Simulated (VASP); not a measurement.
# PbO (P1) in VASP: single point with PBE

Aim: the single point of PbO with PBE.

Everything below comes from runs of VASP 6.6.1. Logs are shortened: lines on timing, memory, paths and dates and some standing lists are left out, and cuts for length are marked.

### 1 The cell of the first run

The typed cell holds 2 atoms: a = 3.587 Å, b = 3.563 Å, c = 3.235 Å, α = 90.11°, β = 90.09°, γ = 119.83°.

### 2 Single point, PBE (atoms moved at random and the cell strained at random)

INCAR

```
PREC     = Accurate       # precision mode
ENCUT    = 520            # plane-wave cutoff, eV
EDIFF    = 1E-6           # SCF threshold, eV
ISMEAR   = 0              # smearing method
SIGMA    = 0.05           # smearing width, eV
LREAL    = F              # projectors in reciprocal space
LASPH    = T              # aspherical terms in the spheres
NELM     = 100            # most SCF steps
ALGO     = Normal         # electronic algorithm
ISIF     = 2              # what is computed and relaxed
LWAVE    = F              # write WAVECAR
LCHARG   = T              # write CHGCAR
GGA      = PE             # functional
LELF     = T              # ELF
LVHAR    = T            
NBANDS   = 17             # bands
```

KPOINTS

```
Automatic mesh
0
Gamma
  12 12 10
```

POSCAR

```
PbO
1.0
    3.5867420913      0.0120711046     -0.0028728542
   -1.7829171624      3.0849746691     -0.0032761185
   -0.0026532285     -0.0050255778      3.2351498256
Pb O
1 1
Direct
    0.0191520500      0.0260186047      0.0235914534
    0.6475146167      0.3073147286      0.4764085466
```

Potentials or basis: VASP PAW PBE potentials, release 64 (Pb_d, O).

Run with:

```bash
cat potpaw_PBE.64/Pb_d/POTCAR potpaw_PBE.64/O/POTCAR > POTCAR
mpirun -np 1 vasp_std > vasp.out
```

OUTCAR:

```text
PREC = Accurate
   ENCUT = 520
   EDIFF = 1E-6
   ISMEAR = 0
   LREAL = F
   LASPH = T
   NELM = 100
   ISIF = 2
   GGA = PE

 ion  position               nearest neighbor table
   1  0.019  0.026  0.024-   2 2.44   2 2.50   2 2.64   2 2.67   2 2.69   2 2.84
   2  0.648  0.307  0.476-   1 2.44   1 2.50   1 2.64   1 2.67   1 2.69   1 2.84

  LATTYP: Found a triclinic cell.
 ALAT       =     3.5840639933
 B/A-ratio  =     1.0007532123
 C/A-ratio  =     0.9026498475
 COS(alpha) =     0.0016263060
 COS(beta)  =     0.0034707413
 COS(gamma) =     0.5061968879

  Lattice vectors:

 A1 = (   1.8038249289,   3.0970457737,  -0.0061489727)
 A2 = (   3.5867420913,   0.0120711046,  -0.0028728542)
 A3 = (   0.0026532285,   0.0050255778,  -3.2351498256)

Analysis of symmetry for initial positions (statically):
=====================================================================
 Subroutine PRICEL returns:
 Original cell was already a primitive cell.

 Routine SETGRP: Setting up the symmetry group for a
 triclinic supercell.

 Subroutine GETGRP returns: Found  1 space group operations
 (whereof  1 operations were pure point group operations)
 out of a pool of  2 trial point group operations.

The static configuration has the point symmetry C_1 .

Analysis of symmetry for dynamics (positions and initial velocities):
=====================================================================
 Subroutine PRICEL returns:
 Original cell was already a primitive cell.

 Routine SETGRP: Setting up the symmetry group for a
 triclinic supercell.

 Subroutine GETGRP returns: Found  1 space group operations
 (whereof  1 operations were pure point group operations)
 out of a pool of  2 trial point group operations.

The dynamic configuration has the point symmetry C_1 .

 Subroutine INISYM returns: Found  1 space group operations
 (whereof  1 operations are pure point group operations),
 and found     1 'primitive' translations

----------------------------------------------------------------------------------------

                                     Primitive cell

  volume of cell :      35.8665

  direct lattice vectors                    reciprocal lattice vectors
     3.586742091  0.012071105 -0.002872854     0.278263696  0.160819047  0.000478032
    -1.782917162  3.084974669 -0.003276118    -0.001088409  0.323523273  0.000501678
    -0.002653228 -0.005025578  3.235149826     0.000246000  0.000470430  0.309105627

  length of vectors
     3.586763554  3.563126864  3.235154817     0.321393339  0.323525492  0.309106083

  position of ions in fractional coordinates (direct lattice)
     0.019152050  0.026018605  0.023591453
     0.647514617  0.307314729  0.476408547

  ion indices of the primitive-cell ions
   primitive index   ion index
                 1           1
                 2           2

----------------------------------------------------------------------------------------

 KPOINTS: Automatic mesh

Automatic generation of k-mesh.
 Grid dimensions read from file:
 generate k-points for:   12   12   10

 Generating k-lattice:

  Cartesian coordinates                     Fractional coordinates (reciprocal lattice)
     0.023188641  0.013401587  0.000039836     0.083333333 -0.000000000  0.000000000
    -0.000090701  0.026960273  0.000041807    -0.000000000  0.083333333 -0.000000000
     0.000024600  0.000047043  0.030910563     0.000000000  0.000000000  0.100000000

  Length of vectors
     0.026782778  0.026960458  0.030910608

  Shift w.r.t. Gamma in fractional coordinates (k-lattice)
     0.000000000  0.000000000  0.000000000

 Subroutine IBZKPT returns following result:
 ===========================================

 Found    724 irreducible k-points:

 Following reciprocal coordinates:
            Coordinates               Weight
  0.000000  0.000000  0.000000      1.000000
  0.083333 -0.000000  0.000000      2.000000
  0.166667 -0.000000  0.000000      2.000000
  0.250000 -0.000000  0.000000      2.000000
  0.333333 -0.000000  0.000000      2.000000
  0.416667 -0.000000  0.000000      2.000000
[... 16 lines left out ...]
  0.250000  0.166667  0.000000      2.000000
  0.333333  0.166667  0.000000      2.000000
 [... further k-points ...]
   k-points           NKPTS =    724   k-points in BZ     NKDIM =    724   number of bands    NBANDS=     17
   number of dos      NEDOS =    301   number of ions     NIONS =      2
   total plane-waves  NPLWV =  18816
   dimension x,y,z NGX =    28 NGY =   28 NGZ =   24
   dimension x,y,z NGXF=    56 NGYF=   56 NGZF=   48
   ions per type =               1   1
   NGX,Y,Z   is equivalent  to a cutoff of  12.98, 13.06, 12.33 a.u.
   NGXF,Y,Z  is equivalent  to a cutoff of  25.96, 26.13, 24.67 a.u.
 SYSTEM =  unknown system
   PREC   = accura    normal or accurate (medium, high low for compatibility)
   ISTART =      0    job   : 0-new  1-cont  2-samecut
   ICHARG =      2    charge: 1-file 2-atom 10-const
   ISPIN  =      1    spin polarized calculation?
   LNONCOLLINEAR =      F non collinear calculations
   LSORBIT =      F    spin-orbit coupling
   LASPH  =      T    aspherical Exc in radial PAW
   ENCUT  =  520.0 eV  38.22 Ry    6.18 a.u.   6.67  6.63  6.02*2*pi/ulx,y,z
   NELM   =    100;   NELMIN=  2; NELMDL= -5     # of ELM steps
   EDIFF  = 0.1E-05   stopping-criterion for ELM
   LREAL  =      F    real-space projection
   EDIFFG = 0.1E-04   stopping-criterion for IOM
   NSW    =      0    number of steps for IOM
   IBRION =     -1    ionic relax: 0-MD 1-quasi-New 2-CG
   NFREE  =      0    steps in history (QN), initial steepest desc. (CG)
   ISIF   =      2    stress and relaxation
   ISYM   =      2    0-nonsym 1-usesym 2-fastsym
   POTIM  = 0.5000    time-step for ionic-motion
   TEBEG  =    0.0;   TEEND  =   0.0 temperature during run
   PSTRESS=    0.0 pullay stress
   NELECT =      20.0000    total number of electrons
   NUPDOWN=      -1.0000    fix difference up-down
   EMIN   =  10.00;   EMAX   =-10.00  energy-range for DOS
   EFERMI =   0.00;   METHOD = LEGACY
   ISMEAR =     0;   SIGMA  =   0.05  broadening in eV -4-tet -1-fermi 0-gaus
   EFERMI_NEDOS =   21; number of points for ismear=-14 and -15
   IALGO  =     38    algorithm
   IMIX   =      4    mixing-type and parameters
     AMIX     =   0.40;   BMIX     =  1.00
     AMIX_MAG =   1.60;   BMIX_MAG =  1.00
  volume/ion in A,a.u.               =      17.93       121.02
  Fermi-wavevector in a.u.,A,eV,Ry     =   1.347479  2.546366 24.704084  1.815699
  Thomas-Fermi vector in A             =   2.475226
   LORBIT       =      0    0 simple, 1 ext, 2 COOP (PROOUT), +10 PAW based schemes
   GGA     = PE    functional components
   LHFCALC =     F    Hartree Fock is set to
   AEXX    =    0.0000 exact exchange contribution
   IVDW    =     0    specifies the selected vdW correction
   LEPSILON=     F    determine dielectric tensor
   LRPA    =     F    only Hartree local field effects (RPA)
 non-spin polarized calculation
 Gauss-broadening in eV      SIGMA  =   0.05
  energy-cutoff  :      520.00
  volume of cell :       35.87
 maximum number of plane-waves:       988
   NGX = 13   NGY = 13   NGZ = 13

 number of electron      20.0000000 magnetization

 Free energy of the ion-electron system (eV)
  ---------------------------------------------------
  ext. energy  EPLUGINS =         0.00000000
  ---------------------------------------------------
  free energy    TOTEN  =       -10.16084275 eV

  energy without entropy =      -10.16083948  energy(sigma->0) =      -10.16084112

 E-fermi :   6.6732     XC(G=0): -10.5782

 val. band max:        6.5846865159   @ k =   0.3333   0.3333   0.0000
 cond. band min:       6.7526918556   @ k =   0.0000  -0.0000   0.5000
 fundamental gap:      0.1680053397
 Fermi energy:         6.6732103453

 k-point     1 :       0.0000    0.0000    0.0000
  band No.  band energies     occupation
      1     -11.2805      2.00000
      2     -10.3612      2.00000
      3     -10.1291      2.00000
      4     -10.0928      2.00000
      5      -9.8900      2.00000
      6      -9.8340      2.00000
[... 9 lines left out ...]
     16      20.5978      0.00000
     17      21.6326      0.00000

 k-point     2 :       0.0833   -0.0000    0.0000
  band No.  band energies     occupation
      1     -11.2600      2.00000
      2     -10.3572      2.00000
      3     -10.1184      2.00000
      4     -10.0734      2.00000
      5      -9.8919      2.00000
      6      -9.8377      2.00000
[... 9 lines left out ...]
     16      20.4621      0.00000
     17      21.6094      0.00000

 k-point     3 :       0.1667   -0.0000    0.0000
  band No.  band energies     occupation
      1     -11.2079      2.00000
      2     -10.3476      2.00000
      3     -10.0825      2.00000
      4     -10.0221      2.00000
      5      -9.8967      2.00000
      6      -9.8425      2.00000
[... 9 lines left out ...]
     16      20.7796      0.00000
     17      21.6794      0.00000

 k-point     4 :       0.2500   -0.0000    0.0000
  band No.  band energies     occupation
      1     -11.1480      2.00000
      2     -10.3353      2.00000
      3     -10.0273      2.00000
      4      -9.9677      2.00000
      5      -9.9002      2.00000
      6      -9.8204      2.00000
[... 9 lines left out ...]
     16      21.9294      0.00000
     17      22.1679      0.00000
[... 343 lines left out ...]
      1     -11.1661      2.00000
      2     -10.3150      2.00000
      3     -10.0397      2.00000
      4      -9.9469      2.00000
      5      -9.8774      2.00000
      6      -9.7580      2.00000
[... 9 lines left out ...]
     16      20.7970      0.00000
     17      23.0557      0.00000

 k-point    23 :       0.2500    0.1667    0.0000
  band No.  band energies     occupation
      1     -11.1200      2.00000
      2     -10.3020      2.00000
      3     -10.0207      2.00000
      4      -9.9497      2.00000
      5      -9.8895      2.00000
      6      -9.6336      2.00000
[... 9 lines left out ...]
     16      21.2952      0.00000
     17      22.4724      0.00000

 k-point    24 :       0.3333    0.1667    0.0000
  band No.  band energies     occupation
      1     -11.0847      2.00000
      2     -10.2944      2.00000
      3     -10.0019      2.00000
      4      -9.9488      2.00000
      5      -9.9025      2.00000
      6      -9.5365      2.00000
[... 9 lines left out ...]
     16      21.5675      0.00000
     17      22.1472      0.00000

 [... further k-points ...]
[... 5 lines left out ...]
  --------------------------------------------------------------------------------------
  -------------------------------------------------------------------------------------
  Total        0.0818346      0.3701883      1.2070489     -0.0749066      0.1441209      0.0774777
  in kB        3.6556008     16.5365342     53.9196061     -3.3461223      6.4379701      3.4609751
  external PRESSURE =      24.7039137 kB  Pullay stress =       0.0000000 kB

 VOLUME and BASIS-vectors are now :
 -----------------------------------------------------------------------------
  energy-cutoff  :      520.00
  volume of cell :       35.87
      direct lattice vectors                 reciprocal lattice vectors
     3.586742091  0.012071105 -0.002872854     0.278263696  0.160819047  0.000478032
    -1.782917162  3.084974669 -0.003276118    -0.001088409  0.323523273  0.000501678
    -0.002653228 -0.005025578  3.235149826     0.000246000  0.000470430  0.309105627

 POSITION                                       TOTAL-FORCE (eV/Angst)
 -----------------------------------------------------------------------------------
      0.02224      0.08038      0.07618        -0.071500     -0.269944      0.195343
      1.77329      0.95348      1.53839         0.071500      0.269944     -0.195343
 -----------------------------------------------------------------------------------
    total drift:                                0.000099      0.000236     -0.000352

  FREE ENERGIE OF THE ION-ELECTRON SYSTEM (eV)
  ---------------------------------------------------
  free  energy   TOTEN  =       -10.1608427540 eV

  energy  without entropy=      -10.1608394836  energy(sigma->0) =      -10.16084112
```

Wall time 2.1 min (1 thread of Intel Xeon 6975P-C (Granite Rapids), shared host); peak memory 0.5 GiB.

What came out:

- Free energy: -10.1608 eV
- Pressure: 2.5 GPa
- Largest force: 0.341 eV/Å
- Band gap on the k mesh: 0.17 eV (least direct gap 0.50 eV)

Forces in eV/Å, atoms in the order of the input:
```
Pb  -0.071 -0.270  0.195
O    0.071  0.270 -0.195
```

Caveat: the cell differs from its parent crystal (atoms moved at random and the cell strained at random); spin-orbit coupling is left out, which moves the levels of the heavy elements.
